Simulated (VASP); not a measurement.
Here is a VASP 6.6.1 calculation.

Contents of INCAR:

```
  ALGO = Normal
  EDIFF = 1E-6
  ENCUT = 520
  GGA = PS
  ISIF = 2
  ISMEAR = 0
  LASPH = T
  LCHARG = T
  LELF = T
  LREAL = F
  LVHAR = T
  LWAVE = F
  NBANDS = 35
  NELM = 60
  PREC = Accurate
  SIGMA = 0.01
```

Contents of KPOINTS:

```
k-points
0
Gamma
  6 6 2
```

Contents of POSCAR:

```
MoS2
1.0
    3.1100447418      0.0000000000      0.0000000000
   -1.5550223709      2.6933777533      0.0000000000
    0.0000000000      0.0000000000     12.6469196390
Mo S
2 4
Direct
    0.3333333333      0.6666666667      0.2500000000
    0.6666666667      0.3333333333      0.7500000000
    0.3333333333      0.6666666667      0.6259912579
    0.6666666667      0.3333333333      0.1259912579
    0.3333333333      0.6666666667      0.8740087421
    0.6666666667      0.3333333333      0.3740087421
```

Potentials or basis: VASP PAW PBE potentials, release 64 (Mo_sv, S).

Command:

```bash
$ cat potpaw_PBE.64/Mo_sv/POTCAR potpaw_PBE.64/S/POTCAR > POTCAR
$ mpirun -np 1 vasp_std > vasp.out
```

(1) Estimate the pressure.

(2) What does it give for the largest force?

## Answers

(1) 2.1 GPa.

(2) 0.040 eV/Å.

Caveat: the cell differs from its parent crystal (in-plane strain -0.01); the PAW data sets were made with another functional, which shifts forces and pressure a little; this functional lacks dispersion, which binds the layers, so the pressure and a relaxed spacing across them are unreliable.
